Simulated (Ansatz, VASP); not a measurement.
# InGa2As3: VASP beside Ansatz

INCAR

```
SYSTEM = InGa2As3
PREC     = Accurate       ! precision mode
ENCUT    = 600            ! plane-wave cutoff, eV
EDIFF    = 1E-6           ! SCF threshold, eV
ISMEAR   = 0              ! smearing method
SIGMA    = 0.2            ! smearing width, eV
LREAL    = .False.        ! projectors in reciprocal space
LASPH    = .True.         ! aspherical terms in the spheres
NELM     = 80             ! most SCF steps
ALGO     = Normal         ! electronic algorithm
ISIF     = 3              ! what is computed and relaxed
LWAVE    = .False.        ! write WAVECAR
LCHARG   = .False.        ! write CHGCAR
GGA      = PE             ! functional
IBRION   = 2              ! ionic algorithm
NSW      = 36             ! ionic steps
EDIFFG   = -0.08          ! ionic threshold
```

Contents of KPOINTS:

```
regular mesh
0
Gamma
  3 3 3
  0 0 0
```

The input POSCAR:

```
InGa2As3
1.0
    6.1400000000     -3.5450000000      0.0000000000
    6.1400000000      3.5450000000      0.0000000000
    0.0000000000      0.0000000000      6.6900000000
In Ga As
2 4 6
Direct
    0.1666700000      0.8333300000      0.5000000000
    0.8333300000      0.1666700000      0.0000000000
    0.5000000000      0.1666600000      0.5000000000
    0.8333400000      0.5000000000      0.5000000000
    0.5000000000      0.8333400000      0.0000000000
    0.1666600000      0.5000000000      0.0000000000
    0.5000000000      0.8333400000      0.3750000000
    0.8333300000      0.1666700000      0.3750000000
    0.1666600000      0.5000000000      0.3750000000
    0.5000000000      0.1666600000      0.8750000000
    0.8333400000      0.5000000000      0.8750000000
    0.1666700000      0.8333300000      0.8750000000
```

Input for Ansatz:

```yaml
crystal:
  lattice:
    - [6.14, -3.545, 0.0]
    - [6.14, 3.545, 0.0]
    - [0.0, 0.0, 6.69]
  atoms:
    - { symbol: In, position: [0.16667, 0.83333, 0.5] }
    - { symbol: In, position: [0.83333, 0.16667, 0.0] }
    - { symbol: Ga, position: [0.5, 0.16666, 0.5] }
    - { symbol: Ga, position: [0.83334, 0.5, 0.5] }
    - { symbol: Ga, position: [0.5, 0.83334, 0.0] }
    - { symbol: Ga, position: [0.16666, 0.5, 0.0] }
    - { symbol: As, position: [0.5, 0.83334, 0.375] }
    - { symbol: As, position: [0.83333, 0.16667, 0.375] }
    - { symbol: As, position: [0.16666, 0.5, 0.375] }
    - { symbol: As, position: [0.5, 0.16666, 0.875] }
    - { symbol: As, position: [0.83334, 0.5, 0.875] }
    - { symbol: As, position: [0.16667, 0.83333, 0.875] }
basis:
  ecutwfc: 420
kpoints:
  mp_grid: { grid: [3, 3, 3] }
hamiltonian:
  xc: pbe
scf:
  occupations: { method: gaussian, width: 0.2 }
  lower_state_search: "off"
output:
  forces: true
  stress: true
  eigenvalues: true
relax:
  adjacent_minimum: "off"
  f_tol: 0.08
  max_steps: 16
  cell: { stress_tol: 0.8 }
```

Alike in both runs: task relaxation of cell and atoms; functional PBE; k mesh 3 × 3 × 3; occupations gaussian, width 0.2 eV; no spin polarisation.

|  | VASP | Ansatz |
| --- | --- | --- |
| version | VASP 6.6.1 | Ansatz 0.2.0 |
| potentials or method | VASP PAW PBE potentials, release 64 (In_d, Ga_d, As), cutoff 600 eV | scalar-relativistic, plane waves, PAW |
| valence electrons in the cell | 108 | 168 |

|  | VASP | Ansatz | Ansatz less VASP |
| --- | --- | --- | --- |
| relaxed volume (Å³/atom) | 25.61 | 25.65 | +0.036 |
| relaxed cell length with the largest relative difference (Å) | 6.848 | 6.835 | -0.0138 |

VASP's potentials hold 108 valence electrons a cell and Ansatz's 168, so a difference there can come from the potentials and not from the codes.
